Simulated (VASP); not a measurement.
# MgS (P1) in VASP: electric field gradients with r2SCAN

Aim: the electric field gradients of MgS with r2SCAN.

Everything below comes from runs of VASP 6.6.1. Logs are shortened: lines on timing, memory, paths and dates and some standing lists are left out, and cuts for length are marked.

### 1 The cell of the first run

The typed cell holds 2 atoms: a = 3.897 Å, b = 4.047 Å, c = 3.926 Å, α = 61.10°, β = 60.57°, γ = 61.57°.

### 2 Electric field gradients, r2SCAN

The input, POSCAR:

```
MgS
1.0
   -0.0143600000      2.7565600000      2.7550700000
    2.8760200000     -0.1051800000      2.8458900000
    2.7905000000      2.7618500000     -0.0196600000
Mg S
1 1
Direct
    0.9821400000      0.0063200000      0.0041600000
    0.7261900000      0.7552500000      0.7641900000
```

The input, INCAR.step1:

```
PREC = Accurate
ENCUT = 520
ISMEAR = 1
SIGMA = 0.01
LREAL = F
LASPH = T
NELM = 100
NBANDS = 11
GGA = PE
ALGO = Normal
EDIFF = 1E-4
LWAVE = T
LCHARG = F
```

The input, INCAR.step2:

```
PREC = Accurate
ENCUT = 520
EDIFF = 1E-8
ISMEAR = 1
SIGMA = 0.01
LREAL = F
LASPH = T
NELM = 100
ALGO = Normal
ISIF = 2
LWAVE = F
LCHARG = F
METAGGA = R2SCAN
LMIXTAU = T
LEFG = T
NBANDS = 11
ISTART = 1
```

The input, KPOINTS:

```
regular mesh
0
Gamma
  3 3 3
```

Potentials or basis: VASP PAW PBE potentials, release 64 (Mg, S).

Launch:

```sh
$ cat potpaw_PBE.64/Mg/POTCAR potpaw_PBE.64/S/POTCAR > POTCAR
$ cp INCAR.step1 INCAR
$ mpirun -np 1 vasp_std > vasp.out
$ cp INCAR.step2 INCAR
$ mpirun -np 1 vasp_std > vasp.out
```

OUTCAR:

```text
PREC = Accurate
   ENCUT = 520
   EDIFF = 1E-8
   ISMEAR = 1
   LREAL = F
   LASPH = T
   NELM = 100
   ISIF = 2
   METAGGA = R2SCAN
   ISTART = 1

 ion  position               nearest neighbor table
   1  0.982  0.006  0.004-   2 2.39   2 2.40   2 2.46   2 2.52
   2  0.726  0.755  0.764-   1 2.39   1 2.40   1 2.46   1 2.52

  LATTYP: Found a triclinic cell.
 ALAT       =     6.7559063119
 B/A-ratio  =     0.5768785661
 C/A-ratio  =     0.6001338934
 COS(alpha) =     0.0006061078
 COS(beta)  =     0.2827733043
 COS(gamma) =     0.8624446681

  Lattice vectors:

 A1 = (  -2.7761400000,  -5.5184100000,  -2.7354100000)
 A2 = (   0.0143600000,  -2.7565600000,  -2.7550700000)
 A3 = (   0.0855200000,  -2.8670300000,   2.8655500000)

Analysis of symmetry for initial positions (statically):
=====================================================================
 Subroutine PRICEL returns:
 Original cell was already a primitive cell.

 Routine SETGRP: Setting up the symmetry group for a
 triclinic supercell.

 Subroutine GETGRP returns: Found  1 space group operations
 (whereof  1 operations were pure point group operations)
 out of a pool of  2 trial point group operations.

The static configuration has the point symmetry C_1 .

Analysis of symmetry for dynamics (positions and initial velocities):
=====================================================================
 Subroutine PRICEL returns:
 Original cell was already a primitive cell.

 Routine SETGRP: Setting up the symmetry group for a
 triclinic supercell.

 Subroutine GETGRP returns: Found  1 space group operations
 (whereof  1 operations were pure point group operations)
 out of a pool of  2 trial point group operations.

The dynamic configuration has the point symmetry C_1 .

 Subroutine INISYM returns: Found  1 space group operations
 (whereof  1 operations are pure point group operations),
 and found     1 'primitive' translations

----------------------------------------------------------------------------------------

                                     Primitive cell

  volume of cell :      44.8523

  direct lattice vectors                    reciprocal lattice vectors
    -0.014360000  2.756560000  2.755070000    -0.175193900  0.178318491  0.183639108
     2.876020000 -0.105180000  2.845890000     0.170855900 -0.171401166  0.172384400
     2.790500000  2.761850000 -0.019660000     0.181365071  0.177571702 -0.176722424

  length of vectors
     3.897337546  4.047424337  3.926205826     0.310183347  0.297130409  0.309282741

  position of ions in fractional coordinates (direct lattice)
     0.982140000  0.006320000  0.004160000
     0.726190000  0.755250000  0.764190000

  ion indices of the primitive-cell ions
   primitive index   ion index
                 1           1
                 2           2

----------------------------------------------------------------------------------------

 KPOINTS: regular mesh

Automatic generation of k-mesh.
 Grid dimensions read from file:
 generate k-points for:    3    3    3

 Generating k-lattice:

  Cartesian coordinates                     Fractional coordinates (reciprocal lattice)
    -0.058397967  0.059439497  0.061213036     0.333333333  0.000000000  0.000000000
     0.056951967 -0.057133722  0.057461467     0.000000000  0.333333333  0.000000000
     0.060455024  0.059190567 -0.058907475     0.000000000 -0.000000000  0.333333333

  Length of vectors
     0.103394449  0.099043470  0.103094247

[... 25 lines left out ...]
   number of dos      NEDOS =    301   number of ions     NIONS =      2
   total plane-waves  NPLWV =  27000
   dimension x,y,z NGX =    30 NGY =   30 NGZ =   30
   dimension x,y,z NGXF=    60 NGYF=   60 NGZF=   60
   ions per type =               1   1
   NGX,Y,Z   is equivalent  to a cutoff of  12.80, 12.32, 12.70 a.u.
   NGXF,Y,Z  is equivalent  to a cutoff of  25.59, 24.64, 25.41 a.u.
 SYSTEM =  unknown system
   PREC   = accura    normal or accurate (medium, high low for compatibility)
   ISTART =      1    job   : 0-new  1-cont  2-samecut
   ICHARG =      0    charge: 1-file 2-atom 10-const
   ISPIN  =      1    spin polarized calculation?
   LNONCOLLINEAR =      F non collinear calculations
   LSORBIT =      F    spin-orbit coupling
   LASPH  =      T    aspherical Exc in radial PAW
   ENCUT  =  520.0 eV  38.22 Ry    6.18 a.u.   7.25  7.53  7.30*2*pi/ulx,y,z
   NELM   =    100;   NELMIN=  2; NELMDL=  0     # of ELM steps
   EDIFF  = 0.1E-07   stopping-criterion for ELM
   LREAL  =      F    real-space projection
   EDIFFG = 0.1E-06   stopping-criterion for IOM
   NSW    =      0    number of steps for IOM
   IBRION =     -1    ionic relax: 0-MD 1-quasi-New 2-CG
   NFREE  =      0    steps in history (QN), initial steepest desc. (CG)
   ISIF   =      2    stress and relaxation
   ISYM   =      2    0-nonsym 1-usesym 2-fastsym
   POTIM  = 0.5000    time-step for ionic-motion
   TEBEG  =    0.0;   TEEND  =   0.0 temperature during run
   PSTRESS=    0.0 pullay stress
   NELECT =       8.0000    total number of electrons
   NUPDOWN=      -1.0000    fix difference up-down
   EMIN   =  10.00;   EMAX   =-10.00  energy-range for DOS
   EFERMI =   0.00;   METHOD = LEGACY
   ISMEAR =     1;   SIGMA  =   0.01  broadening in eV -4-tet -1-fermi 0-gaus
   EFERMI_NEDOS =   21; number of points for ismear=-14 and -15
   IALGO  =     38    algorithm
   IMIX   =      4    mixing-type and parameters
     AMIX     =   0.40;   BMIX     =  1.00
     AMIX_MAG =   1.60;   BMIX_MAG =  1.00
  volume/ion in A,a.u.               =      22.43       151.34
  Fermi-wavevector in a.u.,A,eV,Ry     =   0.921531  1.741441 11.554326  0.849219
  Thomas-Fermi vector in A             =   2.046957
   LORBIT       =      0    0 simple, 1 ext, 2 COOP (PROOUT), +10 PAW based schemes
   METAGGA = R2SCAN    functional components
   LHFCALC =     F    Hartree Fock is set to
   AEXX    =    0.0000 exact exchange contribution
   IVDW    =     0    specifies the selected vdW correction
   LEPSILON=     F    determine dielectric tensor
   LRPA    =     F    only Hartree local field effects (RPA)
 non-spin polarized calculation
 Methfessel and Paxton  Order N= 1 SIGMA  =   0.01
  energy-cutoff  :      520.00
  volume of cell :       44.85
 maximum number of plane-waves:      1239
 NGX is ok and might be reduce to    30
   NGX = 15   NGY = 15   NGZ = 15

 number of electron       8.0000000 magnetization

 Free energy of the ion-electron system (eV)
  ---------------------------------------------------
  ext. energy  EPLUGINS =         0.00000000
  ---------------------------------------------------
  free energy    TOTEN  =       -15.33761635 eV

  energy without entropy =      -15.33761635  energy(sigma->0) =      -15.33761635

 E-fermi :   1.0603     XC(G=0):  -8.8041

 val. band max:        0.9785789563   @ k =   0.0000   0.0000   0.0000
 cond. band min:       5.0168032604   @ k =   0.0000   0.0000   0.0000
 fundamental gap:      4.0382243041
 Fermi energy:         1.0603143828

 k-point     1 :       0.0000    0.0000    0.0000
  band No.  band energies     occupation
      1     -10.8867      2.00000
      2       0.7567      2.00000
      3       0.9392      2.00000
      4       0.9786      2.00000
      5       5.0168      0.00000
      6       9.0784      0.00000
      7       9.6555      0.00000
      8       9.8014      0.00000
      9      12.2762      0.00000
     10      12.4523      0.00000
     11      15.3836      0.00000
[... 169 lines left out ...]
 k-point    14 :      -0.3333   -0.3333    0.3333
  band No.  band energies     occupation
      1      -9.9604      2.00000
      2      -1.5088      2.00000
      3      -1.1395      2.00000
      4       0.0901      2.00000
      5       6.5520      0.00000
      6       9.0284      0.00000
      7      10.4967      0.00000
      8      11.0101      0.00000
      9      12.6840      0.00000
     10      13.2698      0.00000
     11      17.9985      0.00000

------------------------ aborting loop because EDIFF is reached ----------------------------------------

  FORCE on cell =-STRESS in cart. coord.  units (eV):
  Direction    XX          YY          ZZ          XY          YZ          ZX
  --------------------------------------------------------------------------------------
  -------------------------------------------------------------------------------------
  Total        0.2651043      0.3481620      0.3478896      0.4145287      0.7855157     -0.2912222
  in kB        9.4698335     12.4367527     12.4270228     14.8074481     28.0595381    -10.4027959
  external PRESSURE =      11.4445364 kB  Pullay stress =       0.0000000 kB

 VOLUME and BASIS-vectors are now :
 -----------------------------------------------------------------------------
  energy-cutoff  :      520.00
  volume of cell :       44.85
      direct lattice vectors                 reciprocal lattice vectors
    -0.014360000  2.756560000  2.755070000    -0.175193900  0.178318491  0.183639108
     2.876020000 -0.105180000  2.845890000     0.170855900 -0.171401166  0.172384400
     2.790500000  2.761850000 -0.019660000     0.181365071  0.177571702 -0.176722424

 POSITION                                       TOTAL-FORCE (eV/Angst)
 -----------------------------------------------------------------------------------
      0.01568      2.71815      2.72377         0.379306     -0.051814      0.077401
      4.29416      4.03293      4.13504        -0.379306      0.051814     -0.077401
 -----------------------------------------------------------------------------------
    total drift:                               -0.004335      0.004433      0.003263

  FREE ENERGIE OF THE ION-ELECTRON SYSTEM (eV)
  ---------------------------------------------------
  free  energy   TOTEN  =       -15.3376163545 eV

  energy  without entropy=      -15.3376163545  energy(sigma->0) =      -15.33761635

 Electric field gradients (V/A^2)
---------------------------------------------------------------------
 ion       V_xx      V_yy      V_zz      V_xy      V_xz      V_yz
---------------------------------------------------------------------
   1      -0.324     0.154     0.171    -1.433     1.140    -5.380
   2       1.412    -0.770    -0.642    -7.151     5.095    -8.884
---------------------------------------------------------------------

 Electric field gradients after diagonalization (V/A^2)
 (convention: |V_zz| > |V_xx| > |V_yy|)
----------------------------------------------------------------------
 ion       V_xx      V_yy      V_zz     asymmetry (V_yy - V_xx)/ V_zz
----------------------------------------------------------------------
   1      -5.228    -0.834     6.061       0.725
   2      -9.898    -4.218    14.116       0.402
----------------------------------------------------------------------

           NMR quadrupolar parameters

 Cq : quadrupolar parameter    Cq=e*Q*V_zz/h
 eta: asymmetry parameters     (V_yy - V_xx)/ V_zz
 Q  : nuclear electric quadrupole moment in mb (millibarn)
----------------------------------------------------------------------
 ion       Cq(MHz)       eta       Q (mb)
----------------------------------------------------------------------
   1       0.015       0.725       1.000
   2       0.034       0.402       1.000
----------------------------------------------------------------------
```

It took 28 s on 1 thread of Intel Xeon Platinum 8488C (Sapphire Rapids), shared host; peak memory 0.17 GiB.

Results:

```yaml
Free_energy: -15.3376 eV
Pressure: 1.1 GPa
Largest_force: 0.391 eV/Å
Band_gap_on_the_k_mesh: 4.04 eV, direct
```

Forces on the atoms (eV/Å):
```
Mg   0.379 -0.052  0.077
S   -0.379  0.052 -0.077
```

Stress tensor (GPa, compression positive):
```
 0.95  1.48 -1.04
 1.48  1.24  2.81
-1.04  2.81  1.24
```

Levels at points of the mesh, in eV from the valence-band top:
```tsv
k point	band 1	band 2	band 3	band 4	band 5	band 6	band 7	band 8	band 9
(0.00, 0.00, 0.00)	-11.87	-0.22	-0.04	0.00	4.04	8.10	8.68	8.82	11.30
```

Electric field gradients, principal values (V/Å²):
```
atom   least  middle  greatest (by size)
1 Mg  -0.834  -5.228               6.061
 2 S  -4.218  -9.898              14.116
```

Caveat: the k points lie up to 0.65 Å⁻¹ apart; without QUAD_EFG the Cq values of the log hold for a quadrupole moment of 1 mb, not for the nuclei; the PAW data sets were made with another functional, which shifts forces and pressure a little. r2SCAN opens gaps a little over a GGA but as a rule still falls short of measured ones.
